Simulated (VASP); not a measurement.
# GaSb (F-43m) in VASP: settings compared, part 2 of 2

VASP 6.6.1. Earlier steps stand in the parts before.

**5. Single point, BLYP+D3(BJ)**

This run uses another cell than the first one, of 26.91 Å³/atom, 0.940 times its volume.

INCAR reads:

```
AGGAC = 1.0 ; AGGAX = 1.0
ALDAC = 0.0 ; ALDAX = 1.0
ALGO = Normal ; EDIFF = 1E-6
ENCUT = 520 ; GGA = B5
ISIF = 2 ; ISMEAR = -1
IVDW = 12 ; LASPH = T
LCHARG = F ; LREAL = F
LWAVE = F ; NBANDS = 16
NELM = 100 ; PREC = Accurate
SIGMA = 0.05 ; VDW_A1 = 0.4298
VDW_A2 = 4.2359 ; VDW_S6 = 1.0
VDW_S8 = 2.6996
```

KPOINTS reads:

```
k-points
0
Gamma
  8 8 8
```

POSCAR reads:

```
GaSb
1.0
    0.0000000000      2.9965539066      2.9965539066
    2.9965539066      0.0000000000      2.9965539066
    2.9965539066      2.9965539066      0.0000000000
Sb Ga
1 1
Direct
    0.7500000000      0.7500000000      0.7500000000
    0.0000000000      0.0000000000      0.0000000000
```

Potentials or basis: VASP PAW PBE potentials, release 64 (Sb, Ga_d).

On the command line:

```
$ cat potpaw_PBE.64/Sb/POTCAR potpaw_PBE.64/Ga_d/POTCAR > POTCAR
$ mpirun -np 1 vasp_std > vasp.out
```

OUTCAR:

```text
EDIFF = 1E-6
   ENCUT = 520
   GGA = B5
   ISIF = 2
   ISMEAR = -1
   IVDW = 12
   LASPH = T
   LREAL = F
   NELM = 100
   PREC = Accurate
 IVDW          = 12

 ion  position               nearest neighbor table
   1  0.750  0.750  0.750-   2 2.60   2 2.60   2 2.60   2 2.60
   2  0.000  0.000  0.000-   1 2.60   1 2.60   1 2.60   1 2.60

  LATTYP: Found a face centered cubic cell.
 ALAT       =     5.9931078132

  Lattice vectors:

 A1 = (   0.0000000000,   2.9965539066,   2.9965539066)
 A2 = (   2.9965539066,   0.0000000000,   2.9965539066)
 A3 = (   2.9965539066,   2.9965539066,   0.0000000000)

Analysis of symmetry for initial positions (statically):
=====================================================================
 Subroutine PRICEL returns:
 Original cell was already a primitive cell.

 Routine SETGRP: Setting up the symmetry group for a
 face centered cubic supercell.

 Subroutine GETGRP returns: Found 24 space group operations
 (whereof 24 operations were pure point group operations)
 out of a pool of 48 trial point group operations.

The static configuration has the point symmetry T_d .

Analysis of symmetry for dynamics (positions and initial velocities):
[... 159 lines left out ...]

 val. band max:        5.9678428435   @ k =   0.0000   0.0000   0.0000
 cond. band min:       6.3070686088   @ k =   0.0000   0.0000   0.0000
 fundamental gap:      0.3392257653
 Fermi energy:         6.1637151417

 k-point     1 :       0.0000    0.0000    0.0000
  band No.  band energies     occupation
      1      -9.2762      2.00000
      2      -9.2762      2.00000
      3      -9.2762      2.00000
      4      -9.2158      2.00000
      5      -9.2158      2.00000
      6      -5.9648      2.00000
[... 433 lines left out ...]
      3      -9.2555      2.00000
      4      -9.2198      2.00000
      5      -9.2158      2.00000
      6      -3.8115      2.00000
[... 8 lines left out ...]
     15      15.9487      0.00000
     16      16.5316      0.00000

 [... further k-points ...]

------------------------ aborting loop because EDIFF is reached ----------------------------------------

 Edisp (eV)   -1.67112

 E8    (eV) :    -1.2698

  FORCE on cell =-STRESS in cart. coord.  units (eV):
  Direction    XX          YY          ZZ          XY          YZ          ZX
  --------------------------------------------------------------------------------------
  -------------------------------------------------------------------------------------
  Total       1.42160     1.42160     1.42160     0.00000     0.00000     0.00000
  in kB      42.32443    42.32443    42.32443     0.00000     0.00000     0.00000
  external pressure =       42.32 kB  Pullay stress =        0.00 kB

 VOLUME and BASIS-vectors are now :
 -----------------------------------------------------------------------------
  energy-cutoff  :      520.00
  volume of cell :       53.81
      direct lattice vectors                 reciprocal lattice vectors
     0.000000000  2.996553907  2.996553907    -0.166858336  0.166858336  0.166858336
     2.996553907  0.000000000  2.996553907     0.166858336 -0.166858336  0.166858336
     2.996553907  2.996553907  0.000000000     0.166858336  0.166858336 -0.166858336

 POSITION                                       TOTAL-FORCE (eV/Angst)
 -----------------------------------------------------------------------------------
      4.49483      4.49483      4.49483         0.000000      0.000000     -0.000000
      0.00000      0.00000      0.00000        -0.000000     -0.000000      0.000000
 -----------------------------------------------------------------------------------
    total drift:                               -0.000002     -0.000002     -0.000001

  FREE ENERGIE OF THE ION-ELECTRON SYSTEM (eV)
  ---------------------------------------------------
  free  energy   TOTEN  =        -7.5189527686 eV

  energy  without entropy=       -7.5188424375  energy(sigma->0) =       -7.51889760
```

OSZICAR:

```text
N       E                     dE             d eps       ncg     rms          rms(c)
DAV:   1     0.875991084555E+02    0.87599E+02   -0.86044E+03   952   0.142E+03
DAV:   2     0.104614113979E+01   -0.86553E+02   -0.83463E+02  1064   0.310E+02
DAV:   3    -0.582875238936E+01   -0.68749E+01   -0.68584E+01  1088   0.684E+01
DAV:   4    -0.594667185577E+01   -0.11792E+00   -0.11790E+00  1168   0.999E+00
DAV:   5    -0.594962201470E+01   -0.29502E-02   -0.29501E-02  1192   0.140E+00    0.339E+00
DAV:   6    -0.587336809035E+01    0.76254E-01   -0.83723E-02  1280   0.438E+00    0.202E+00
DAV:   7    -0.584692761796E+01    0.26440E-01   -0.67273E-02  1056   0.190E+00    0.370E-01
DAV:   8    -0.584752764499E+01   -0.60003E-03   -0.56057E-03  1176   0.838E-01    0.122E-01
DAV:   9    -0.584781631777E+01   -0.28867E-03   -0.62345E-04  1056   0.227E-01    0.348E-02
DAV:  10    -0.584781838628E+01   -0.20685E-05   -0.27133E-05  1264   0.381E-02    0.134E-02
DAV:  11    -0.584783097609E+01   -0.12590E-04   -0.12592E-05  1032   0.306E-02    0.663E-03
DAV:  12    -0.584783101565E+01   -0.39557E-07   -0.31327E-07   976   0.623E-03
   1 F= -.75189528E+01 E0= -.75188976E+01  d E =-.110331E-03
```

stdout:

```text
POSCAR found type information on POSCAR SbGa
 POSCAR found :  2 types and       2 ions
 scaLAPACK will be used
 -----------------------------------------------------------------------------
|                                                                             |
|                                                                             |
|     You enforced a specific xc type in the INCAR file but a different       |
|     I HOPE YOU KNOW WHAT YOU ARE DOING!                                     |
|                                                                             |
 -----------------------------------------------------------------------------

 LDA part: xc-table for (Slater(with rela. corr.)+VWN5), standard interpolation
 POSCAR, INCAR and KPOINTS ok, starting setup
 FFT: planning ... GRIDC
 FFT: planning ... GRID_SOFT
 FFT: planning ... GRID
 WAVECAR not read
 entering main loop
```

Wall time 18 s (1 thread of Intel Xeon 6975P-C (Granite Rapids), shared host); peak memory 0.18 GiB.

What came out:

```yaml
Free_energy: -7.5190 eV
Pressure: 4.2 GPa
Band_gap_on_the_k_mesh: 0.34 eV, direct
Dispersion_energy_per_atom: -0.836 eV
```

Levels at points of the mesh, in eV from the valence-band top:
| k point | band 7 | band 8 | band 9 | band 10 | band 11 | band 12 |
| --- | --- | --- | --- | --- | --- | --- |
| (0.00, 0.00, 0.00) | 0.00 | 0.00 | 0.00 | 0.34 | 2.78 | 2.78 |
| (0.50, 0.00, 0.00) | -6.68 | -1.25 | -1.25 | 0.53 | 3.82 | 3.82 |
| (0.50, 0.50, 0.00) | -7.14 | -2.77 | -2.77 | 0.92 | 1.29 | 9.03 |

Caveat: the PAW data sets were made with another functional, which shifts forces and pressure a little; spin-orbit coupling is left out, which moves the levels of the heavy elements. A k mesh can miss the band edges.

**6. Overview**

```csv
task,level,cell,cutoff (eV),gap on the mesh (eV),pressure (GPa)
relaxation of cell and atoms,RPBE+D4,"relaxed from a = 4.326 Å, angles 60.0°, 2 atoms",600,0.27,0.0
single point,PBE+D4,"a = 4.238 Å, angles 60.0°, 2 atoms",520,0.49,3.6
single point,revPBE,"a = 4.238 Å, angles 60.0°, 2 atoms",520,0.56,7.6
single point,BLYP+D3(BJ),"a = 4.238 Å, angles 60.0°, 2 atoms",520,0.34,4.2
```

Alike in all rows: potentials or basis VASP PAW PBE potentials, release 64 (Sb, Ga_d); no spin polarisation; k mesh 8 × 8 × 8; smearing fermi-dirac 0.05 eV.

Caveats: spin-orbit coupling is left out, which moves the levels of the heavy elements; the PAW data sets were made with another functional, which shifts forces and pressure a little (some runs).

Absolute energies hang on the potentials; compare differences alone.
